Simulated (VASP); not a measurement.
# C (Fmmm) in VASP: a series of runs

C is run at these levels: r2SCAN; tasks: single point.

Program: VASP 6.6.1. These are calculated values, not measurements. Logs are shortened: lines on timing, memory, paths and dates and some standing lists are left out, and cuts for length are marked.

**1. The cell of the first run**

It takes space group Fmmm (No. 69, orthorhombic). Conventional cell: a = 2.088 Å, b = 3.616 Å, c = 6.696 Å, α = 90.00°, β = 90.00°, γ = 90.00°. C (site symmetry m2m) has 3 C at 1.21 Å within 1.6 Å.

**2. Single point, r2SCAN (strain -0.1500 x Voigt [1, 1, 0, 0, 0, 0])**

Contents of POSCAR:

```
C
1.0
    0.0000000000      1.8079500000      3.3480000000
    1.0438000000      0.0000000000      3.3480000000
    1.0438000000      1.8079500000      0.0000000000
C
2
Direct
    0.1666700000      0.8333300000      0.1666700000
    0.8333300000      0.1666700000      0.8333300000
```

Contents of INCAR.step1:

```
  PREC = Accurate
  ENCUT = 520
  ISMEAR = 0
  SIGMA = 0.05
  LREAL = F
  LASPH = T
  NELM = 100
  NBANDS = 11
  GGA = PE
  ALGO = Normal
  EDIFF = 1E-4
  LWAVE = T
  LCHARG = F
```

Contents of INCAR.step2:

```
  PREC = Accurate
  ENCUT = 520
  EDIFF = 1E-7
  ISMEAR = 0
  SIGMA = 0.05
  LREAL = F
  LASPH = T
  NELM = 100
  ALGO = Normal
  ISIF = 2
  LWAVE = F
  LCHARG = F
  METAGGA = R2SCAN
  LMIXTAU = T
  NBANDS = 11
  ISTART = 1
```

Contents of KPOINTS:

```
Automatic mesh
0
Gamma
  14 14 14
```

Potentials or basis: VASP PAW PBE potentials, release 64 (C).

Command:

```bash
$ cat potpaw_PBE.64/C/POTCAR > POTCAR
$ cp INCAR.step1 INCAR
$ mpirun -np 1 vasp_std > vasp.out
$ cp INCAR.step2 INCAR
$ mpirun -np 1 vasp_std > vasp.out
```

OUTCAR:

```text
PREC = Accurate
   ENCUT = 520
   EDIFF = 1E-7
   ISMEAR = 0
   LREAL = F
   LASPH = T
   NELM = 100
   ISIF = 2
   METAGGA = R2SCAN
   ISTART = 1

 ion  position               nearest neighbor table
   1  0.167  0.833  0.167-   2 1.21   2 1.21   2 1.21
   2  0.833  0.167  0.833-   1 1.21   1 1.21   1 1.21

  LATTYP: Found a face centered orthorhombic cell.
 ALAT       =     2.0876000000
 B/A-ratio  =     1.7320846906
 C/A-ratio  =     3.2075110174

  Lattice vectors:

 A1 = (   0.0000000000,   1.8079500000,   3.3480000000)
 A2 = (   1.0438000000,   0.0000000000,   3.3480000000)
 A3 = (   1.0438000000,   1.8079500000,   0.0000000000)

Analysis of symmetry for initial positions (statically):
=====================================================================
 Subroutine PRICEL returns:
 Original cell was already a primitive cell.

 Routine SETGRP: Setting up the symmetry group for a
 face centered orthorhombic supercell.

 Subroutine GETGRP returns: Found  8 space group operations
 (whereof  8 operations were pure point group operations)
 out of a pool of  8 trial point group operations.

The static configuration has the point symmetry D_2h.

Analysis of symmetry for dynamics (positions and initial velocities):
=====================================================================
 Subroutine PRICEL returns:
 Original cell was already a primitive cell.

 Routine SETGRP: Setting up the symmetry group for a
 face centered orthorhombic supercell.

 Subroutine GETGRP returns: Found  8 space group operations
 (whereof  8 operations were pure point group operations)
 out of a pool of  8 trial point group operations.

The dynamic configuration has the point symmetry D_2h.

 Subroutine INISYM returns: Found  8 space group operations
 (whereof  8 operations are pure point group operations),
 and found     1 'primitive' translations

----------------------------------------------------------------------------------------

                                     Primitive cell

  volume of cell :      12.6363

  direct lattice vectors                    reciprocal lattice vectors
     0.000000000  1.807950000  3.348000000    -0.479018969  0.276556321  0.149342891
     1.043800000  0.000000000  3.348000000     0.479018969 -0.276556321  0.149342891
     1.043800000  1.807950000  0.000000000     0.479018969  0.276556321 -0.149342891

  length of vectors
     3.804968752  3.506939184  2.087630629     0.572927457  0.572927457  0.572927457

  position of ions in fractional coordinates (direct lattice)
     0.166670000  0.833330000  0.166670000
     0.833330000  0.166670000  0.833330000

  ion indices of the primitive-cell ions
   primitive index   ion index
                 1           1
                 2           2

----------------------------------------------------------------------------------------

 KPOINTS: Automatic mesh

Automatic generation of k-mesh.
 Grid dimensions read from file:
 generate k-points for:   14   14   14

 Generating k-lattice:

  Cartesian coordinates                     Fractional coordinates (reciprocal lattice)
    -0.034215641  0.019754023  0.010667349     0.071428571  0.000000000  0.000000000
     0.034215641 -0.019754023  0.010667349     0.000000000  0.071428571  0.000000000
     0.034215641  0.019754023 -0.010667349     0.000000000  0.000000000  0.071428571

  Length of vectors
     0.040923390  0.040923390  0.040923390

  Shift w.r.t. Gamma in fractional coordinates (k-lattice)
     0.000000000  0.000000000  0.000000000

 Subroutine IBZKPT returns following result:
 ===========================================

 Found    428 irreducible k-points:

 Following reciprocal coordinates:
            Coordinates               Weight
  0.000000  0.000000  0.000000      1.000000
  0.071429  0.000000 -0.000000      8.000000
  0.142857  0.000000  0.000000      8.000000
  0.214286 -0.000000  0.000000      8.000000
  0.285714  0.000000  0.000000      8.000000
  0.357143  0.000000  0.000000      8.000000
[... 16 lines left out ...]
  0.214286  0.142857 -0.000000      8.000000
  0.285714  0.142857 -0.000000      8.000000
 [... further k-points ...]
   k-points           NKPTS =    428   k-points in BZ     NKDIM =    428   number of bands    NBANDS=     11
   number of dos      NEDOS =    301   number of ions     NIONS =      2
   total plane-waves  NPLWV =  12544
   dimension x,y,z NGX =    28 NGY =   28 NGZ =   16
   dimension x,y,z NGXF=    56 NGYF=   56 NGZF=   32
   ions per type =               2
   NGX,Y,Z   is equivalent  to a cutoff of  12.23, 13.27, 12.74 a.u.
   NGXF,Y,Z  is equivalent  to a cutoff of  24.47, 26.55, 25.48 a.u.
 SYSTEM =  unknown system
   PREC   = accura    normal or accurate (medium, high low for compatibility)
   ISTART =      1    job   : 0-new  1-cont  2-samecut
   ICHARG =      0    charge: 1-file 2-atom 10-const
   ISPIN  =      1    spin polarized calculation?
   LNONCOLLINEAR =      F non collinear calculations
   LSORBIT =      F    spin-orbit coupling
   LASPH  =      T    aspherical Exc in radial PAW
   ENCUT  =  520.0 eV  38.22 Ry    6.18 a.u.   7.07  6.52  3.88*2*pi/ulx,y,z
   NELM   =    100;   NELMIN=  2; NELMDL=  0     # of ELM steps
   EDIFF  = 0.1E-06   stopping-criterion for ELM
   LREAL  =      F    real-space projection
   EDIFFG = 0.1E-05   stopping-criterion for IOM
   NSW    =      0    number of steps for IOM
   IBRION =     -1    ionic relax: 0-MD 1-quasi-New 2-CG
   NFREE  =      0    steps in history (QN), initial steepest desc. (CG)
   ISIF   =      2    stress and relaxation
   ISYM   =      2    0-nonsym 1-usesym 2-fastsym
   POTIM  = 0.5000    time-step for ionic-motion
   TEBEG  =    0.0;   TEEND  =   0.0 temperature during run
   PSTRESS=    0.0 pullay stress
   NELECT =       8.0000    total number of electrons
   NUPDOWN=      -1.0000    fix difference up-down
   EMIN   =  10.00;   EMAX   =-10.00  energy-range for DOS
   EFERMI =   0.00;   METHOD = LEGACY
   ISMEAR =     0;   SIGMA  =   0.05  broadening in eV -4-tet -1-fermi 0-gaus
   EFERMI_NEDOS =   21; number of points for ismear=-14 and -15
   IALGO  =     38    algorithm
   IMIX   =      4    mixing-type and parameters
     AMIX     =   0.40;   BMIX     =  1.00
     AMIX_MAG =   1.60;   BMIX_MAG =  1.00
  volume/ion in A,a.u.               =       6.32        42.64
  Fermi-wavevector in a.u.,A,eV,Ry     =   1.405719  2.656423 26.885728  1.976045
  Thomas-Fermi vector in A             =   2.528152
   LORBIT       =      0    0 simple, 1 ext, 2 COOP (PROOUT), +10 PAW based schemes
   METAGGA = R2SCAN    functional components
   LHFCALC =     F    Hartree Fock is set to
   AEXX    =    0.0000 exact exchange contribution
   IVDW    =     0    specifies the selected vdW correction
   LEPSILON=     F    determine dielectric tensor
   LRPA    =     F    only Hartree local field effects (RPA)
 non-spin polarized calculation
 Gauss-broadening in eV      SIGMA  =   0.05
  energy-cutoff  :      520.00
  volume of cell :       12.64
 maximum number of plane-waves:       354
   NGX = 15   NGY = 13   NGZ =  7

 number of electron       8.0000000 magnetization

 Free energy of the ion-electron system (eV)
  ---------------------------------------------------
  ext. energy  EPLUGINS =         0.00000000
  ---------------------------------------------------
  free energy    TOTEN  =       -15.10662234 eV

  energy without entropy =      -15.10662234  energy(sigma->0) =      -15.10662234

 E-fermi :   7.8975     XC(G=0): -12.2531

 val. band max:        7.6627601487   @ k =   0.5000  -0.1429   0.3571
 cond. band min:       8.8071737441   @ k =  -0.0714   0.2857   0.2857
 fundamental gap:      1.1444135954
 Fermi energy:         7.8974996811

 k-point     1 :       0.0000    0.0000    0.0000
  band No.  band energies     occupation
      1     -17.3246      2.00000
      2      -3.3009      2.00000
      3       5.4190      2.00000
      4       5.4287      2.00000
      5      10.1500      0.00000
      6      20.6126      0.00000
      7      20.6499      0.00000
      8      28.2690      0.00000
      9      35.2197      0.00000
     10      35.8757      0.00000
     11      39.8292      0.00000

 k-point     2 :       0.0714    0.0000   -0.0000
  band No.  band energies     occupation
      1     -17.1547      2.00000
      2      -3.1049      2.00000
      3       4.7615      2.00000
      4       4.9695      2.00000
      5      10.4178      0.00000
      6      20.8452      0.00000
      7      21.5005      0.00000
      8      27.3007      0.00000
      9      35.2673      0.00000
     10      35.6122      0.00000
     11      40.5358      0.00000

 k-point     3 :       0.1429    0.0000    0.0000
  band No.  band energies     occupation
      1     -16.6470      2.00000
      2      -2.5182      2.00000
      3       3.0134      2.00000
      4       3.8824      2.00000
      5      11.2308      0.00000
      6      21.2673      0.00000
      7      23.8559      0.00000
      8      24.7801      0.00000
      9      34.7682      0.00000
     10      35.4126      0.00000
     11      40.3518      0.00000

 k-point     4 :       0.2143   -0.0000    0.0000
  band No.  band energies     occupation
      1     -15.8074      2.00000
      2      -1.5438      2.00000
      3       0.6564      2.00000
      4       2.6116      2.00000
      5      12.5846      0.00000
      6      21.4206      0.00000
      7      21.6220      0.00000
      8      27.2038      0.00000
      9      33.3426      0.00000
     10      35.4224      0.00000
     11      38.7437      0.00000

 k-point     5 :       0.2857    0.0000    0.0000
  band No.  band energies     occupation
      1     -14.6452      2.00000
      2      -1.9348      2.00000
      3      -0.1933      2.00000
      4       1.4537      2.00000
      5      14.4296      0.00000
      6      17.8381      0.00000
      7      21.8096      0.00000
      8      31.1583      0.00000
      9      31.5534      0.00000
     10      34.6712      0.00000
     11      38.0122      0.00000
[... 211 lines left out ...]
 k-point    21 :      -0.0714    0.0714    0.0000
  band No.  band energies     occupation
      1     -16.6577      2.00000
      2      -2.4259      2.00000
      3       3.0145      2.00000
      4       3.8824      2.00000
      5      10.9935      0.00000
      6      21.2719      0.00000
      7      23.8557      0.00000
      8      24.7599      0.00000
      9      35.1952      0.00000
     10      35.4536      0.00000
     11      40.8056      0.00000

 k-point    22 :       0.1429    0.1429    0.0000
  band No.  band energies     occupation
      1     -17.2819      2.00000
      2      -3.6471      2.00000
      3       5.4199      2.00000
      4       5.4260      2.00000
      5      11.0797      0.00000
      6      20.6161      0.00000
      7      20.6397      0.00000
      8      28.2903      0.00000
      9      33.2114      0.00000
     10      35.1760      0.00000
     11      40.1072      0.00000

 k-point    23 :       0.2143    0.1429   -0.0000
  band No.  band energies     occupation
      1     -17.0937      2.00000
      2      -3.5913      2.00000
      3       4.7578      2.00000
      4       4.9695      2.00000
      5      11.7731      0.00000
      6      20.8291      0.00000
      7      21.5000      0.00000
      8      27.3512      0.00000
      9      32.2667      0.00000
     10      35.1738      0.00000
     11      40.6103      0.00000

 k-point    24 :       0.2857    0.1429   -0.0000
  band No.  band energies     occupation
      1     -16.5723      2.00000
      2      -3.1060      2.00000
      3       3.0054      2.00000
      4       3.8824      2.00000
      5      12.9601      0.00000
      6      21.2274      0.00000
      7      23.8545      0.00000
      8      24.9183      0.00000
      9      31.5927      0.00000
     10      35.0840      0.00000
     11      39.8766      0.00000

 [... further k-points ...]

------------------------ aborting loop because EDIFF is reached ----------------------------------------

  FORCE on cell =-STRESS in cart. coord.  units (eV):
  Direction    XX          YY          ZZ          XY          YZ          ZX
  --------------------------------------------------------------------------------------
  -------------------------------------------------------------------------------------
  Total       32.5788394     32.5777793      0.0094547      0.0000000      0.0000000      0.0000000
  in kB     4130.7321788   4130.5977679      1.1987840      0.0000000      0.0000000      0.0000000
  external PRESSURE =    2754.1762435 kB  Pullay stress =       0.0000000 kB

 VOLUME and BASIS-vectors are now :
 -----------------------------------------------------------------------------
  energy-cutoff  :      520.00
  volume of cell :       12.64
      direct lattice vectors                 reciprocal lattice vectors
     0.000000000  1.807950000  3.348000000    -0.479018969  0.276556321  0.149342891
     1.043800000  0.000000000  3.348000000     0.479018969 -0.276556321  0.149342891
     1.043800000  1.807950000  0.000000000     0.479018969  0.276556321 -0.149342891

 POSITION                                       TOTAL-FORCE (eV/Angst)
 -----------------------------------------------------------------------------------
      1.04380      0.60266      3.34800         0.000000      0.011248      0.000000
      1.04380      3.01324      3.34800         0.000000     -0.011248      0.000000
 -----------------------------------------------------------------------------------
    total drift:                               -0.000000     -0.000000     -0.000000

  FREE ENERGIE OF THE ION-ELECTRON SYSTEM (eV)
  ---------------------------------------------------
  free  energy   TOTEN  =       -15.1066223390 eV

  energy  without entropy=      -15.1066223390  energy(sigma->0) =      -15.10662234
```

Run time: 2.3 min. Hardware: 1 thread of Intel Xeon 6975P-C (Granite Rapids), shared host; peak memory 0.16 GiB.

What came out:

```
Free energy            : -15.1066 eV
Pressure               : 275.4 GPa
Largest force          : 0.011 eV/Å
Band gap on the k mesh : 1.14 eV, indirect (least direct gap 1.32 eV)
```

Forces in eV/Å, atoms in the order of the input:
```
C    0.000  0.011  0.000
C    0.000 -0.011  0.000
```

Stress tensor (GPa, compression positive):
```
413.07   0.00   0.00
  0.00 413.06   0.00
  0.00   0.00   0.12
```

Levels at points of the mesh, in eV from the valence-band top:
```tsv
k point	band 2	band 3	band 4	band 5	band 6	band 7
(0.00, 0.00, 0.00)	-10.96	-2.24	-2.23	2.49	12.95	12.99
(0.50, 0.00, 0.00)	-16.50	-7.85	-3.32	2.20	13.89	15.30
(0.50, 0.50, 0.00)	-12.58	-2.25	-2.24	9.14	12.93	12.97
(0.50, 0.00, 0.50)	-16.59	-7.84	-2.71	3.15	12.82	13.06
(0.00, 0.50, 0.50)	-16.42	-7.86	-3.87	1.43	13.84	17.90
```

Caveat: the cell differs from its parent crystal (strain -0.1500 x Voigt [1, 1, 0, 0, 0, 0]); the PAW data sets were made with another functional, which shifts forces and pressure a little. A k mesh can miss the band edges.

**3. Single point, r2SCAN (strain -0.1125 x Voigt [1, 1, 0, 0, 0, 0])**

Contents of POSCAR:

```
C
1.0
    0.0000000000      1.8877125000      3.3480000000
    1.0898500000      0.0000000000      3.3480000000
    1.0898500000      1.8877125000      0.0000000000
C
2
Direct
    0.1666700000      0.8333300000      0.1666700000
    0.8333300000      0.1666700000      0.8333300000
```

Contents of INCAR.step1:

```
PREC     = Accurate       # precision mode
ENCUT    = 520            # plane-wave cutoff, eV
ISMEAR   = 0              # smearing method
SIGMA    = 0.05           # smearing width, eV
LREAL    = F              # projectors in reciprocal space
LASPH    = T              # aspherical terms in the spheres
NELM     = 60             # most SCF steps
NBANDS   = 11             # bands
GGA      = PE             # functional
ALGO     = Normal         # electronic algorithm
EDIFF    = 1E-4           # SCF threshold, eV
LWAVE    = T              # write WAVECAR
LCHARG   = F              # write CHGCAR
```

Contents of INCAR.step2:

```
PREC     = Accurate       # precision mode
ENCUT    = 520            # plane-wave cutoff, eV
EDIFF    = 1E-6           # SCF threshold, eV
ISMEAR   = 0              # smearing method
SIGMA    = 0.05           # smearing width, eV
LREAL    = F              # projectors in reciprocal space
LASPH    = T              # aspherical terms in the spheres
NELM     = 60             # most SCF steps
ALGO     = Normal         # electronic algorithm
ISIF     = 2              # what is computed and relaxed
LWAVE    = F              # write WAVECAR
LCHARG   = F              # write CHGCAR
METAGGA  = R2SCAN         # meta-GGA
LMIXTAU  = T            
NBANDS   = 11             # bands
ISTART   = 1
```

KPOINTS is that of step 2.

Potentials or basis: VASP PAW PBE potentials, release 64 (C).

Command:

```bash
$ cat potpaw_PBE.64/C/POTCAR > POTCAR
$ cp INCAR.step1 INCAR
$ mpirun -np 1 vasp_std > vasp.out
$ cp INCAR.step2 INCAR
$ mpirun -np 1 vasp_std > vasp.out
```

Run time: 2 min. Hardware: 1 thread of Intel Xeon 6975P-C (Granite Rapids), shared host; peak memory 0.17 GiB.

It converged, with:

```yaml
Free_energy: -17.4495 eV
Pressure: 170.0 GPa
Largest_force: 0.016 eV/Å
Band_gap_on_the_k_mesh: 0.92 eV, indirect (least direct gap 1.08 eV)
```

Forces on the atoms (eV/Å):
```
C    0.000  0.016  0.000
C    0.000 -0.016  0.000
```

Stress tensor (GPa, compression positive):
```
254.68   0.00   0.00
  0.00 254.68   0.00
  0.00   0.00   0.72
```

Levels at points of the mesh, in eV from the valence-band top:
```
           k point  band 1  band 2  band 3  band 4  band 5  band 6  band 7  band 8  band 9
(0.00, 0.00, 0.00)  -23.91   -9.82   -2.63   -2.62    3.03   11.65   11.69   18.10   23.30
(0.50, 0.00, 0.00)  -16.51  -16.29   -7.63   -3.12    2.07   12.10   14.70   15.14   22.95
(0.50, 0.50, 0.00)  -23.66  -11.56   -2.64   -2.63    9.77   11.63   11.67   16.96   18.22
(0.50, 0.00, 0.50)  -16.57  -16.38   -7.62   -2.45    3.04   12.07   12.63   12.94   22.05
(0.00, 0.50, 0.50)  -16.45  -16.20   -7.65   -3.71    1.29   11.94   16.95   19.24   24.00
```

Caveat: the cell differs from its parent crystal (strain -0.1125 x Voigt [1, 1, 0, 0, 0, 0]); the PAW data sets were made with another functional, which shifts forces and pressure a little. A k mesh can miss the band edges.
